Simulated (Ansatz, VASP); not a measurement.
**C in VASP and in Ansatz**

File INCAR:

```
SYSTEM = C
ALGO = Normal
EDIFF = 1E-6
ENCUT = 520
GGA = RP
ISIF = 2
ISMEAR = -1
LASPH = .TRUE.
LCHARG = .FALSE.
LREAL = .FALSE.
LWAVE = .FALSE.
NBANDS = 26
NELM = 80
PREC = Accurate
SIGMA = 0.05
```

File KPOINTS:

```
k-points
0
G
  12 12 4
  0 0 0
```

File POSCAR:

```
C
1.0
    2.5051726443      0.0000000000      0.0000000000
   -1.2525863222      2.1695431509      0.0000000000
    0.0000000000      0.0000000000      8.1818157839
C
8
Direct
    0.6666666667      0.3333333333      0.8437500000
    0.3333333333      0.6666666667      0.3437500000
    0.6666666667      0.3333333333      0.6562500000
    0.3333333333      0.6666666667      0.1562500000
    0.0000000000      0.0000000000      0.9062500000
    0.0000000000      0.0000000000      0.4062500000
    0.0000000000      0.0000000000      0.5937500000
    0.0000000000      0.0000000000      0.0937500000
```

input.yaml

```yaml
crystal:
  lattice:
    - [2.5051726443, 0.0, 0.0]
    - [-1.2525863222, 2.1695431509, 0.0]
    - [0.0, 0.0, 8.1818157839]
  atoms:
    - { symbol: C, position: [0.6666666667, 0.3333333333, 0.84375] }
    - { symbol: C, position: [0.3333333333, 0.6666666667, 0.34375] }
    - { symbol: C, position: [0.6666666667, 0.3333333333, 0.65625] }
    - { symbol: C, position: [0.3333333333, 0.6666666667, 0.15625] }
    - { symbol: C, position: [0.0, 0.0, 0.90625] }
    - { symbol: C, position: [0.0, 0.0, 0.40625] }
    - { symbol: C, position: [0.0, 0.0, 0.59375] }
    - { symbol: C, position: [0.0, 0.0, 0.09375] }
hamiltonian:
  xc: rpbe
  pseudopotentials: { kind: paw }
kpoints:
  mp_grid: { grid: [12, 12, 4] }
scf:
  occupations: { method: fermi_dirac, width: 0.05 }
output:
  forces: true
  stress: true
  eigenvalues: true
```

Alike in both runs: task single point; functional RPBE; k mesh 12 × 12 × 4; occupations fermi-dirac, width 0.05 eV; no spin polarisation.

```csv
,VASP,Ansatz
version,VASP 6.6.1,Ansatz 0.2.0
potentials or method,"VASP PAW PBE potentials, release 64 (C)",Ansatz PAW
plane-wave cutoff (eV),520,420
valence electrons in the cell,32,32
```

Ansatz gave:

* gap on the k mesh at the Fermi level (eV): 4.47
* least direct gap on the mesh (eV): 5.24
* pressure (GPa): 17.8
* traceless stress, the component that is largest in VASP (GPa): 8.60
* rms of the force components (eV/Å): 0.193

Q: Estimate VASP's values.

A: gap on the k mesh at the Fermi level (eV): 4.46; least direct gap on the mesh (eV): 5.23; pressure (GPa): 18.4; traceless stress, the component that is largest in VASP (GPa): 8.60; rms of the force components (eV/Å): 0.193.

VASP's potentials were made for PBE, not for RPBE. Atom by atom the forces differ by 0.001 eV/Å (rms over components).
